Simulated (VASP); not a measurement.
# Sr4AuN3 (P4/mmm) in VASP: notebook, part 2 of 2

VASP 6.6.1. Earlier steps stand in the parts before.

## 3. Single point, r2SCAN

The input, POSCAR:

```
Sr4AuN3
1.0
    4.9123854866      0.0000000000      0.0000000000
    0.0000000000      4.9123854866      0.0000000000
    0.0000000000      0.0000000000      8.3164940809
Sr Au N
4 1 3
Direct
    0.5000000000      0.0000000000      0.1970181185
    0.0000000000      0.5000000000      0.8029818815
    0.0000000000      0.5000000000      0.1970181185
    0.5000000000      0.0000000000      0.8029818815
    0.5000000000      0.5000000000      0.5000000000
    0.5000000000      0.5000000000      0.7474238016
    0.5000000000      0.5000000000      0.2525761984
    0.0000000000      0.0000000000      0.0000000000
```

The input, INCAR.step1:

```
SYSTEM = Sr4AuN3
PREC = Accurate ; ENCUT = 520
ISMEAR = 0 ; SIGMA = 0.1
LREAL = .False. ; LASPH = .True.
NELM = 60 ; NBANDS = 43
GGA = PE ; ALGO = Normal
EDIFF = 1E-4 ; LWAVE = .True.
LCHARG = .False.
```

The input, INCAR.step2:

```
SYSTEM = Sr4AuN3
PREC = Accurate ; ENCUT = 520
EDIFF = 1E-7 ; ISMEAR = 0
SIGMA = 0.1 ; LREAL = .False.
LASPH = .True. ; NELM = 60
ALGO = Normal ; ISIF = 2
LWAVE = .False. ; LCHARG = .True.
METAGGA = R2SCAN ; LMIXTAU = .True.
LELF = .True. ; LVHAR = .True.
NBANDS = 43 ; ISTART = 1
```

The input, KPOINTS:

```
Automatic mesh
0
Gamma
  6 6 4
  0 0 0
```

Potentials or basis: VASP PAW PBE potentials, release 64 (Sr_sv, Au, N).

On the command line:

```console
$ cat potpaw_PBE.64/Sr_sv/POTCAR potpaw_PBE.64/Au/POTCAR potpaw_PBE.64/N/POTCAR > POTCAR
$ cp INCAR.step1 INCAR
$ mpirun -np 1 vasp_std > vasp.out
$ cp INCAR.step2 INCAR
$ mpirun -np 1 vasp_std > vasp.out
```

OUTCAR:

```text
SYSTEM = Sr4AuN3
   PREC = Accurate
   ENCUT = 520
   EDIFF = 1E-7
   ISMEAR = 0
   LREAL = .False.
   LASPH = .True.
   NELM = 60
   ISIF = 2
   METAGGA = R2SCAN
   ISTART = 1

 ion  position               nearest neighbor table
   1  0.500  0.000  0.197-   7 2.50   7 2.50   8 2.95   8 2.95   4 3.28   3 3.47   3 3.47   3 3.47
                             3 3.47   5 3.52   5 3.52   2 4.78   2 4.78   2 4.78   2 4.78   4 5.04
   2  0.000  0.500  0.803-   6 2.50   6 2.50   8 2.95   8 2.95   3 3.28   4 3.47   4 3.47   4 3.47
                             4 3.47   5 3.52   5 3.52   1 4.78   1 4.78   1 4.78   1 4.78   3 5.04
   3  0.000  0.500  0.197-   7 2.50   7 2.50   8 2.95   8 2.95   2 3.28   1 3.47   1 3.47   1 3.47
                             1 3.47   5 3.52   5 3.52   4 4.78   4 4.78   4 4.78   4 4.78   2 5.04
   4  0.500  0.000  0.803-   6 2.50   6 2.50   8 2.95   8 2.95   1 3.28   2 3.47   2 3.47   2 3.47
                             2 3.47   5 3.52   5 3.52   3 4.78   3 4.78   3 4.78   3 4.78   1 5.04
   5  0.500  0.500  0.500-   6 2.06   7 2.06   3 3.52   4 3.52   1 3.52   2 3.52   1 3.52   4 3.52
                             2 3.52   3 3.52
   6  0.500  0.500  0.747-   5 2.06   4 2.50   2 2.50   4 2.50   2 2.50
   7  0.500  0.500  0.253-   5 2.06   3 2.50   1 2.50   1 2.50   3 2.50
   8  0.000  0.000  0.000-   1 2.95   2 2.95   3 2.95   4 2.95   2 2.95   3 2.95   1 2.95   4 2.95

  LATTYP: Found a simple tetragonal cell.
 ALAT       =     4.9123854866
 C/A-ratio  =     1.6929644678

  Lattice vectors:

 A1 = (   4.9123854866,   0.0000000000,   0.0000000000)
 A2 = (   0.0000000000,   4.9123854866,   0.0000000000)
 A3 = (   0.0000000000,   0.0000000000,   8.3164940809)

Analysis of symmetry for initial positions (statically):
=====================================================================
 Subroutine PRICEL returns:
 Original cell was already a primitive cell.

 Routine SETGRP: Setting up the symmetry group for a
 simple tetragonal supercell.

 Subroutine GETGRP returns: Found 16 space group operations
 (whereof 16 operations were pure point group operations)
 out of a pool of 16 trial point group operations.

The static configuration has the point symmetry D_4h.

Analysis of symmetry for dynamics (positions and initial velocities):
=====================================================================
 Subroutine PRICEL returns:
 Original cell was already a primitive cell.

 Routine SETGRP: Setting up the symmetry group for a
 simple tetragonal supercell.

 Subroutine GETGRP returns: Found 16 space group operations
 (whereof 16 operations were pure point group operations)
 out of a pool of 16 trial point group operations.

The dynamic configuration has the point symmetry D_4h.

 Subroutine INISYM returns: Found 16 space group operations
 (whereof 16 operations are pure point group operations),
 and found     1 'primitive' translations

----------------------------------------------------------------------------------------

                                     Primitive cell

  volume of cell :     200.6897

  direct lattice vectors                    reciprocal lattice vectors
     4.912385487  0.000000000  0.000000000     0.203567086  0.000000000  0.000000000
     0.000000000  4.912385487  0.000000000     0.000000000  0.203567086  0.000000000
     0.000000000  0.000000000  8.316494081     0.000000000  0.000000000  0.120242976

  length of vectors
     4.912385487  4.912385487  8.316494081     0.203567086  0.203567086  0.120242976

[... 76 lines left out ...]
   total plane-waves  NPLWV = 102400
   dimension x,y,z NGX =    40 NGY =   40 NGZ =   64
   dimension x,y,z NGXF=    80 NGYF=   80 NGZF=  128
   ions per type =               4   1   3
   NGX,Y,Z   is equivalent  to a cutoff of  13.54, 13.54, 12.79 a.u.
   NGXF,Y,Z  is equivalent  to a cutoff of  27.07, 27.07, 25.59 a.u.
 SYSTEM =  Sr4AuN3
   PREC   = accura    normal or accurate (medium, high low for compatibility)
   ISTART =      1    job   : 0-new  1-cont  2-samecut
   ICHARG =      0    charge: 1-file 2-atom 10-const
   ISPIN  =      1    spin polarized calculation?
   LNONCOLLINEAR =      F non collinear calculations
   LSORBIT =      F    spin-orbit coupling
   LASPH  =      T    aspherical Exc in radial PAW
   ENCUT  =  520.0 eV  38.22 Ry    6.18 a.u.   9.13  9.13 15.46*2*pi/ulx,y,z
   NELM   =     60;   NELMIN=  2; NELMDL=  0     # of ELM steps
   EDIFF  = 0.1E-06   stopping-criterion for ELM
   LREAL  =      F    real-space projection
   EDIFFG = 0.1E-05   stopping-criterion for IOM
   NSW    =      0    number of steps for IOM
   IBRION =     -1    ionic relax: 0-MD 1-quasi-New 2-CG
   NFREE  =      0    steps in history (QN), initial steepest desc. (CG)
   ISIF   =      2    stress and relaxation
   ISYM   =      2    0-nonsym 1-usesym 2-fastsym
   POTIM  = 0.5000    time-step for ionic-motion
   TEBEG  =    0.0;   TEEND  =   0.0 temperature during run
   PSTRESS=    0.0 pullay stress
   NELECT =      66.0000    total number of electrons
   NUPDOWN=      -1.0000    fix difference up-down
   EMIN   =  10.00;   EMAX   =-10.00  energy-range for DOS
   EFERMI =   0.00;   METHOD = LEGACY
   ISMEAR =     0;   SIGMA  =   0.10  broadening in eV -4-tet -1-fermi 0-gaus
   EFERMI_NEDOS =   21; number of points for ismear=-14 and -15
   IALGO  =     38    algorithm
   IMIX   =      4    mixing-type and parameters
     AMIX     =   0.40;   BMIX     =  1.00
     AMIX_MAG =   1.60;   BMIX_MAG =  1.00
  volume/ion in A,a.u.               =      25.09       169.29
  Fermi-wavevector in a.u.,A,eV,Ry     =   1.130007  2.135403 17.373491  1.276916
  Thomas-Fermi vector in A             =   2.266702
   LORBIT       =      0    0 simple, 1 ext, 2 COOP (PROOUT), +10 PAW based schemes
   METAGGA = R2SCAN    functional components
   LHFCALC =     F    Hartree Fock is set to
   AEXX    =    0.0000 exact exchange contribution
   IVDW    =     0    specifies the selected vdW correction
   LEPSILON=     F    determine dielectric tensor
   LRPA    =     F    only Hartree local field effects (RPA)
 non-spin polarized calculation
 Gauss-broadening in eV      SIGMA  =   0.10
  energy-cutoff  :      520.00
  volume of cell :      200.69
 maximum number of plane-waves:      5428
 NGX is ok and might be reduce to    40
   NGX = 19   NGY = 19   NGZ = 31

 number of electron      65.9999998 magnetization

 Free energy of the ion-electron system (eV)
  ---------------------------------------------------
  ext. energy  EPLUGINS =         0.00000000
  ---------------------------------------------------
  free energy    TOTEN  =      -141.74426610 eV

  energy without entropy =     -141.73073193  energy(sigma->0) =     -141.73749902

 E-fermi :   2.9716     XC(G=0):  -9.1964

 val. band max:        2.9488952664   @ k =   0.1667   0.0000   0.0000
 cond. band min:       3.0081078196   @ k =   0.0000   0.0000   0.5000
 fundamental gap:      0.0592125532
 Fermi energy:         2.9715500838

 k-point     1 :       0.0000    0.0000    0.0000
  band No.  band energies     occupation
      1     -33.7238      2.00000
      2     -33.6611      2.00000
      3     -33.5896      2.00000
      4     -33.5309      2.00000
      5     -15.6971      2.00000
      6     -15.4314      2.00000
[... 1093 lines left out ...]
     42       6.7610      0.00000
     43       7.3326      0.00000

 [... further k-points ...]

------------------------ aborting loop because EDIFF is reached ----------------------------------------

  FORCE on cell =-STRESS in cart. coord.  units (eV):
  Direction    XX          YY          ZZ          XY          YZ          ZX
  --------------------------------------------------------------------------------------
  -------------------------------------------------------------------------------------
  Total       -0.5359570     -0.5359570     -1.3927676      0.0000000     -0.0000000      0.0000000
  in kB       -4.2787348     -4.2787348    -11.1189578      0.0000000     -0.0000000      0.0000000
  external PRESSURE =      -6.5588091 kB  Pullay stress =       0.0000000 kB

 VOLUME and BASIS-vectors are now :
 -----------------------------------------------------------------------------
  energy-cutoff  :      520.00
  volume of cell :      200.69
      direct lattice vectors                 reciprocal lattice vectors
     4.912385487  0.000000000  0.000000000     0.203567086  0.000000000  0.000000000
     0.000000000  4.912385487  0.000000000     0.000000000  0.203567086  0.000000000
     0.000000000  0.000000000  8.316494081     0.000000000  0.000000000  0.120242976

 POSITION                                       TOTAL-FORCE (eV/Angst)
 -----------------------------------------------------------------------------------
      2.45619      0.00000      1.63850         0.000000      0.000000     -0.100892
      0.00000      2.45619      6.67799        -0.000000      0.000000      0.100892
      0.00000      2.45619      1.63850         0.000000      0.000000     -0.100892
      2.45619      0.00000      6.67799         0.000000      0.000000      0.100892
      2.45619      2.45619      4.15825        -0.000000      0.000000      0.000000
      2.45619      2.45619      6.21595        -0.000000      0.000000     -0.120323
      2.45619      2.45619      2.10055         0.000000     -0.000000      0.120323
      0.00000      0.00000      0.00000        -0.000000      0.000000      0.000000
 -----------------------------------------------------------------------------------
    total drift:                               -0.000000      0.000000      0.000000

  FREE ENERGIE OF THE ION-ELECTRON SYSTEM (eV)
  ---------------------------------------------------
  free  energy   TOTEN  =      -141.7442661048 eV

  energy  without entropy=     -141.7307319300  energy(sigma->0) =     -141.73749902
```

It took 7.9 min on 1 thread of Intel Xeon 6975P-C (Granite Rapids), shared host; peak memory 0.49 GiB.

What came out:

```yaml
Free_energy: -141.7443 eV
Pressure: -0.7 GPa
Largest_force: 0.120 eV/Å
Band_gap_on_the_k_mesh: zero (bands 33 and 34 overlap by 0.24 eV)
```

Forces on the atoms (eV/Å):
```
Sr   0.000  0.000 -0.101
Sr   0.000  0.000  0.101
Sr   0.000  0.000 -0.101
Sr   0.000  0.000  0.101
Au   0.000  0.000  0.000
N    0.000  0.000 -0.120
N    0.000  0.000  0.120
N    0.000  0.000  0.000
```

Stress tensor (GPa, compression positive):
```
-0.43  0.00  0.00
 0.00 -0.43  0.00
 0.00  0.00 -1.11
```

Caveat: the PAW data sets were made with another functional, which shifts forces and pressure a little; spin-orbit coupling is left out, which moves the levels of the heavy elements.
